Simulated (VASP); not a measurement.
# Si16H5Cl in VASP: a series of runs, part 3 of 3

VASP 6.6.1.

### 5 Single point, PBE

Input file INCAR:

```
SYSTEM = Si16H5Cl
PREC     = Accurate       ! precision mode
ENCUT    = 520            ! plane-wave cutoff, eV
EDIFF    = 1E-7           ! SCF threshold, eV
ISMEAR   = 0              ! smearing method
SIGMA    = 0.02           ! smearing width, eV
LREAL    = Auto         
LASPH    = .True.         ! aspherical terms in the spheres
NELM     = 60             ! most SCF steps
ALGO     = Normal         ! electronic algorithm
ISIF     = 2              ! what is computed and relaxed
LWAVE    = .False.        ! write WAVECAR
LCHARG   = .False.        ! write CHGCAR
GGA      = PE             ! functional
NBANDS   = 55             ! bands
```

Input file KPOINTS:

```
regular mesh
0
Gamma
  2 2 1
  0 0 0
```

Input file POSCAR:

```
Si16H5Cl
1.0
    7.6791800000      0.0000000000      0.0000000000
    3.8395900000      6.6503650000      0.0000000000
    0.0000000000      0.0000000000     17.4187650000
H Si Cl
5 16 1
Direct
    0.1666666792      0.1666666416      0.0574094088
    0.6666666792      0.1666666416      0.0574094088
    0.1666666416      0.6666667168      0.0574094088
    0.6666666416      0.6666667168      0.0574094088
   -0.3593612052      0.3370321779      0.4389956464
    0.1666666792      0.1666666416      0.1435233784
    0.6666666792      0.1666666416      0.1435233784
    0.1666666416      0.6666667168      0.1435233784
    0.6666666416      0.6666667168      0.1435233784
   -0.1647156639      0.3335278590      0.1799981801
    0.3333849122      0.3320990652      0.1886574622
   -0.1664150482      0.8331801337      0.1886767518
    0.3285912996      0.8327741410      0.1957447615
   -0.1396243234      0.3317959240      0.3115416621
    0.3595987751      0.2988861514      0.3236329901
   -0.1799061901      0.8390906364      0.3259229917
    0.3681740313      0.8101657578      0.3402963413
    0.0184730357     -0.0119939282      0.3394319861
    0.5094589190     -0.0063125859      0.3967618255
    0.0220764301      0.4986136851      0.3630971541
    0.5430885686      0.4497837337      0.3656128893
   -0.0008060139      0.4880751658      0.4831391893
```

Potentials or basis: VASP PAW PBE potentials, release 64 (H, Si, Cl).

The run is started by

```
cat potpaw_PBE.64/H/POTCAR potpaw_PBE.64/Si/POTCAR potpaw_PBE.64/Cl/POTCAR > POTCAR
mpirun -np 1 vasp_std > vasp.out
```

OUTCAR:

```text
SYSTEM = Si16H5Cl
   PREC = Accurate
   ENCUT = 520
   EDIFF = 1E-7
   ISMEAR = 0
   LREAL = Auto
   LASPH = .True.
   NELM = 60
   ISIF = 2
   GGA = PE

 ion  position               nearest neighbor table
   1  0.167  0.167  0.057-   6 1.50
   2  0.667  0.167  0.057-   7 1.50
   3  0.167  0.667  0.057-   8 1.50
   4  0.667  0.667  0.057-   9 1.50
   5  0.641  0.337  0.439-  21 1.52
   6  0.167  0.167  0.144-   1 1.50  10 2.29  11 2.34  13 2.40
   7  0.667  0.167  0.144-   2 1.50  10 2.32  11 2.35  12 2.35
   8  0.167  0.667  0.144-   3 1.50  12 2.35  11 2.36  13 2.36
   9  0.667  0.667  0.144-   4 1.50  10 2.30  12 2.35  13 2.43
[... 445 lines left out ...]
  in kB        6.7214678      1.7181695      0.3023246      2.3873747      3.3987992     -0.7486602
  external PRESSURE =       2.9139873 kB  Pullay stress =       0.0000000 kB

 VOLUME and BASIS-vectors are now :
 -----------------------------------------------------------------------------
  energy-cutoff  :      520.00
  volume of cell :      889.57
      direct lattice vectors                 reciprocal lattice vectors
     7.679180000  0.000000000  0.000000000     0.130222237 -0.075183843  0.000000000
     3.839590000  6.650365000  0.000000000     0.000000000  0.150367687  0.000000000
     0.000000000  0.000000000 17.418765000     0.000000000  0.000000000  0.057409351

 POSITION                                       TOTAL-FORCE (eV/Angst)
 -----------------------------------------------------------------------------------
      1.91979      1.10839      1.00000         0.125113     -0.245714     -0.083903
      5.75938      1.10839      1.00000        -0.020717     -0.048650     -0.073450
      3.83959      4.43358      1.00000         0.069695      0.038531     -0.048602
      7.67918      4.43358      1.00000        -0.131028      0.208923     -0.075875
      6.21365      2.24139      7.64676        -0.309520      0.709004      0.364303
      1.91979      1.10839      2.50000         0.326075     -0.306800     -0.047652
[... 14 lines left out ...]
      5.89746      2.99123      6.36852        -0.050983      0.055883     -0.008505
      9.54700      3.24588      8.41569         0.013902     -0.018380     -0.049110
 -----------------------------------------------------------------------------------
    total drift:                                0.000469      0.000917     -0.009594

  FREE ENERGIE OF THE ION-ELECTRON SYSTEM (eV)
  ---------------------------------------------------
  free  energy   TOTEN  =      -102.7236213285 eV

  energy  without entropy=     -102.7236213285  energy(sigma->0) =     -102.72362133
```

It took 5.6 min on 1 thread of Intel Xeon 6975P-C (Granite Rapids), shared host; peak memory 0.96 GiB.

Results:

```
Free energy            : -102.7236 eV
Largest force          : 0.855 eV/Å
Band gap on the k mesh : 0.41 eV
```

Forces in eV/Å, atoms in the order of the input:
```
H    0.125 -0.246 -0.084
H   -0.021 -0.049 -0.073
H    0.070  0.039 -0.049
H   -0.131  0.209 -0.076
H   -0.310  0.709  0.364
Si   0.326 -0.307 -0.048
Si  -0.222 -0.138 -0.087
Si  -0.011 -0.099  0.436
Si  -0.171  0.420  0.158
Si  -0.010 -0.002  0.051
Si   0.006  0.001 -0.021
Si   0.002 -0.001 -0.016
Si   0.011  0.018 -0.052
Si  -0.053 -0.129  0.087
Si  -0.009  0.021 -0.026
Si   0.060 -0.079 -0.019
Si   0.163 -0.099 -0.090
Si   0.183 -0.254 -0.341
Si   0.079  0.021 -0.078
Si  -0.050 -0.073  0.020
Si  -0.051  0.056 -0.009
Cl   0.014 -0.018 -0.049
```

Levels at points of the mesh, in eV from the valence-band top:
| k point | band 34 | band 35 | band 36 | band 37 | band 38 | band 39 | band 40 | band 41 | band 42 | band 43 |
| --- | --- | --- | --- | --- | --- | --- | --- | --- | --- | --- |
| (0.00, 0.00, 0.00) | -0.62 | -0.50 | -0.37 | -0.03 | 0.00 | 0.41 | 1.28 | 1.34 | 1.55 | 1.88 |
| (0.50, 0.00, 0.00) | -1.45 | -1.33 | -0.77 | -0.58 | -0.10 | 0.74 | 1.85 | 2.09 | 2.23 | 2.59 |
| (0.50, 0.50, 0.00) | -1.45 | -1.40 | -0.83 | -0.57 | -0.08 | 0.67 | 1.86 | 2.02 | 2.37 | 2.56 |
| (0.00, 0.50, 0.00) | -1.44 | -1.37 | -0.77 | -0.67 | -0.16 | 0.61 | 1.63 | 2.14 | 2.50 | 2.65 |

Caveat: the k points lie up to 0.47 Å⁻¹ apart.

### 6 Single point, PBE

Input file INCAR:

```
PREC = Accurate ; ENCUT = 520
EDIFF = 1E-6 ; ISMEAR = 0
SIGMA = 0.02 ; LREAL = Auto
LASPH = T ; NELM = 60
ALGO = Normal ; ISIF = 2
LWAVE = F ; LCHARG = F
GGA = PE ; NBANDS = 55
```

Input file KPOINTS:

```
Automatic mesh
0
Gamma
  2 2 1
```

Input file POSCAR:

```
Si16H5Cl
1.0
    7.6791800000      0.0000000000      0.0000000000
    3.8395900000      6.6503650000      0.0000000000
    0.0000000000      0.0000000000     17.4187650000
H Si Cl
5 16 1
Direct
    0.1666666792      0.1666666416      0.0574094088
    0.6666666792      0.1666666416      0.0574094088
    0.1666666416      0.6666667168      0.0574094088
    0.6666666416      0.6666667168      0.0574094088
   -0.3051842381      0.2741099173      0.4266228978
    0.1666666792      0.1666666416      0.1435233784
    0.6666666792      0.1666666416      0.1435233784
    0.1666666416      0.6666667168      0.1435233784
    0.6666666416      0.6666667168      0.1435233784
   -0.1641886415      0.3336958197      0.1785218987
    0.3332062571      0.3318831372      0.1891797151
   -0.1669004224      0.8335208669      0.1891947563
    0.3290387476      0.8310429578      0.1971519221
   -0.1414179737      0.3441271269      0.3086819301
    0.3605146718      0.2984568516      0.3243424548
   -0.1892842537      0.8476982842      0.3263565471
    0.3502529299      0.8197298945      0.3430184057
   -0.0078457642      0.0116960498      0.3506873191
    0.5029049413     -0.0070227724      0.3990369007
    0.0215180486      0.5065702409      0.3635028086
    0.5498481226      0.4442923058      0.3660931185
   -0.0031011786      0.4891520992      0.4831223683
```

Potentials or basis: VASP PAW PBE potentials, release 64 (H, Si, Cl).

The run is started by

```
cat potpaw_PBE.64/H/POTCAR potpaw_PBE.64/Si/POTCAR potpaw_PBE.64/Cl/POTCAR > POTCAR
mpirun -np 1 vasp_std > vasp.out
```

It took 5.3 min on 1 thread of Intel Xeon 6975P-C (Granite Rapids), shared host; peak memory 0.95 GiB.

Results (log left out):

| Property | Result |
| --- | --- |
| Free energy | -101.8874 eV |
| Largest force | 1.340 eV/Å |
| Band gap on the k mesh | 0.30 eV |

Forces in eV/Å, atoms in the order of the input:
```
H    0.162 -0.285 -0.102
H   -0.032 -0.044 -0.074
H    0.060  0.061 -0.043
H   -0.142  0.272 -0.099
H   -0.615  1.154  0.292
Si   0.393 -0.422 -0.053
Si  -0.262 -0.124 -0.095
Si   0.006 -0.091  0.559
Si  -0.179  0.484  0.137
Si  -0.005 -0.028  0.028
Si  -0.009  0.005 -0.021
Si   0.024  0.018 -0.007
Si  -0.001  0.040 -0.034
Si  -0.068 -0.095  0.083
Si  -0.003  0.043 -0.067
Si   0.037 -0.071  0.067
Si   0.172 -0.207 -0.027
Si   0.429 -0.497 -0.662
Si   0.052  0.064 -0.079
Si  -0.030 -0.074  0.013
Si  -0.003 -0.190  0.229
Cl   0.011 -0.011 -0.045
```

Levels at points of the mesh, in eV from the valence-band top:
| k point | band 34 | band 35 | band 36 | band 37 | band 38 | band 39 | band 40 | band 41 | band 42 | band 43 |
| --- | --- | --- | --- | --- | --- | --- | --- | --- | --- | --- |
| (0.00, 0.00, 0.00) | -0.62 | -0.47 | -0.34 | -0.09 | 0.00 | 0.30 | 1.13 | 1.31 | 1.56 | 1.68 |
| (0.50, 0.00, 0.00) | -1.31 | -1.22 | -0.79 | -0.50 | -0.12 | 0.53 | 1.56 | 2.12 | 2.18 | 2.51 |
| (0.50, 0.50, 0.00) | -1.41 | -1.28 | -0.71 | -0.55 | -0.10 | 0.38 | 1.73 | 1.93 | 2.06 | 2.49 |
| (0.00, 0.50, 0.00) | -1.38 | -1.15 | -0.80 | -0.65 | -0.16 | 0.44 | 1.50 | 2.09 | 2.45 | 2.60 |

Caveat: the k points lie up to 0.47 Å⁻¹ apart.

### 7 Summary

```tsv
cell	gap on the mesh (eV)	largest force (eV/Å)
as given, atomic positions A	0.50	0.33
as given, atomic positions B	0.29	0.23
as given, atomic positions C	0.41	0.86
as given, atomic positions D	0.30	1.34
```

Alike in all rows: task single point; level PBE; potentials or basis VASP PAW PBE potentials, release 64 (H, Si, Cl); no spin polarisation; k mesh 2 × 2 × 1; cutoff (eV) 520; smearing gaussian 0.02 eV.

Caveats: all runs use coarse meshes.

Total energies depend on the potentials used, so only differences within one code and one set of settings carry meaning.
